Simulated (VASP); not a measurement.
The system is ZrB.

```xyz
2
Lattice="0.0000 2.3250 2.3250 2.3250 0.0000 2.3250 2.3250 2.3250 0.0000" Properties=species:S:1:pos:R:3 pbc="T T T"
Zr    0.0000    0.0000    0.0000
B     2.3250    2.3250    2.3250
```

* Program: VASP 6.6.1
* Task: relaxation of cell and atoms
* Functional: PBEsol
* Potentials or basis: VASP PAW PBE potentials, release 64 (Zr_sv, B)
* Cutoff: 600 eV
* k mesh: 10 × 10 × 10
* Occupations: fermi-dirac, width 0.05 eV
* Spin: no spin polarisation

At the start: pressure 29.5 GPa; volume 12.57 Å³/atom.

Problem. Where does the relaxation end?

Solution. Over 17 steps the energy falls by 149.3 meV/atom and the volume is 14.37 Å³/atom (+14.4 %); space group Fm-3m (No. 225, to 0.05 Å).

Step by step:
| step | energy change (eV) | largest force (eV/Å) | pressure (GPa) | volume (Å³) |
| --- | --- | --- | --- | --- |
| 1 | 0.0000 | 0.0000 | 29.48 | 25.14 |
| 2 | 0.1499 | 0.0000 | -21.44 | 34.52 |
| 3 | -0.2982 | 0.0000 | -0.93 | 28.92 |
| 4 | -0.2987 | 0.0000 | -0.13 | 28.78 |
| 5 | -0.2986 | 0.0000 | 0.32 | 28.70 |
| 6 | -0.2986 | 0.0000 | 0.33 | 28.71 |
| 7 | -0.2987 | 0.0000 | 0.31 | 28.71 |
| 8 | -0.2987 | 0.0000 | 0.30 | 28.71 |
| 9 | -0.2987 | 0.0000 | 0.29 | 28.71 |
| 10 | -0.2987 | 0.0000 | 0.29 | 28.71 |
| 11 | -0.2987 | 0.0000 | 0.29 | 28.71 |
| 12 | -0.2987 | 0.0000 | 0.29 | 28.71 |
| 13 | -0.2987 | 0.0000 | 0.30 | 28.71 |
| 14 | -0.2987 | 0.0000 | 0.30 | 28.71 |
| 15 | -0.2987 | 0.0000 | 0.24 | 28.72 |
| 16 | -0.2987 | 0.0000 | 0.20 | 28.73 |
| 17 | -0.2987 | 0.0000 | 0.11 | 28.75 |

Final structure:
```yaml
crystal:
  lattice:
    - [0.00000, 2.43146, 2.43146]
    - [2.43146, 0.00000, 2.43146]
    - [2.43146, 2.43146, 0.00000]
  atoms:
    - { symbol: Zr, position: [0.00000, 0.00000, 0.00000] }
    - { symbol: B, position: [0.50000, 0.50000, 0.50000] }
```

Caveat: the PAW data sets were made with another functional, which shifts forces and pressure a little; the volume moved by +14 % from the deposited cell, more than functionals usually miss.
